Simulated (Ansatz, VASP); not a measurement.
Two plane-wave programs on ZnS

File POSCAR:

```
ZnS
1.0
    3.8087369152      0.0000000000      0.0000000000
   -1.9043684576      3.2984629249      0.0000000000
    0.0000000000      0.0000000000     12.4664651431
Zn S
4 4
Direct
    0.0000000000      0.0000000000      0.0059298297
    0.0000000000      0.0000000000      0.4942989551
    0.3333333333      0.6666666667      0.2528668725
    0.6666666667      0.3333333333      0.7472743623
    0.0000000000      0.0000000000      0.1691877235
    0.0000000000      0.0000000000      0.7052845637
    0.3333333333      0.6666666667      0.4400610695
    0.6666666667      0.3333333333      0.9350966237
```

INCAR.step1

```
PREC = Accurate
ENCUT = 520
ISMEAR = 0
SIGMA = 0.05
LREAL = F
LASPH = T
NELM = 80
NBANDS = 46
GGA = PE
ALGO = Normal
EDIFF = 1E-4
LWAVE = T
LCHARG = F
```

The input INCAR.step2:

```
PREC = Accurate
ENCUT = 520
EDIFF = 1E-6
ISMEAR = 0
SIGMA = 0.05
LREAL = F
LASPH = T
NELM = 80
ALGO = Normal
ISIF = 2
LWAVE = F
LCHARG = T
METAGGA = R2SCAN
LMIXTAU = T
LELF = T
LVHAR = T
NBANDS = 46
ISTART = 1
```

KPOINTS

```
regular mesh
0
Gamma
  6 6 2
```

Input for Ansatz:

```yaml
crystal:
  lattice:
    - [3.8087369152, 0.0, 0.0]
    - [-1.9043684576, 3.2984629249, 0.0]
    - [0.0, 0.0, 12.4664651431]
  atoms:
    - { symbol: Zn, position: [0.0, 0.0, 0.0059298297] }
    - { symbol: Zn, position: [0.0, 0.0, 0.4942989551] }
    - { symbol: Zn, position: [0.3333333333, 0.6666666667, 0.2528668725] }
    - { symbol: Zn, position: [0.6666666667, 0.3333333333, 0.7472743623] }
    - { symbol: S, position: [0.0, 0.0, 0.1691877235] }
    - { symbol: S, position: [0.0, 0.0, 0.7052845637] }
    - { symbol: S, position: [0.3333333333, 0.6666666667, 0.4400610695] }
    - { symbol: S, position: [0.6666666667, 0.3333333333, 0.9350966237] }
basis:
  ecutwfc: 500
kpoints:
  mp_grid: { grid: [6, 6, 2] }
hamiltonian:
  xc: r2scan
scf:
  occupations: { method: gaussian, width: 0.05 }
output:
  forces: true
  stress: true
  eigenvalues: true
```

Change from the starting cell: mode 24 (340.4 1/cm) frozen in, largest displacement +0.225 Å.

Alike in both runs: task single point; functional r2SCAN; k mesh 6 × 6 × 2; occupations gaussian, width 0.05 eV; no spin polarisation.

|  | VASP | Ansatz |
| --- | --- | --- |
| version | VASP 6.6.1 | Ansatz 0.2.0 |
| potentials or method | VASP PAW PBE potentials, release 64 (Zn, S), cutoff 520 eV | scalar-relativistic, plane waves, PAW |
| valence electrons in the cell | 72 | 72 |

VASP gave:

| Quantity | Value |
| --- | --- |
| gap on the k mesh at the Fermi level (eV) | 1.84 |
| least direct gap on the mesh (eV) | 1.84 |
| pressure (GPa) | 1.7 |
| traceless stress, the component that is largest in VASP (GPa) | 2.50 |
| rms of the force components (eV/Å) | 1.366 |

Q: Which values does Ansatz return?

A: gap on the k mesh at the Fermi level (eV): 1.85; least direct gap on the mesh (eV): 1.85; pressure (GPa): 1.7; traceless stress, the component that is largest in VASP (GPa): 2.44; rms of the force components (eV/Å): 1.348.

VASP's potentials were made for PBE, not for r2SCAN. Atom by atom the forces differ by 0.019 eV/Å (rms over components). With one functional, cell and mesh, what is left measures potentials, basis and numerics.
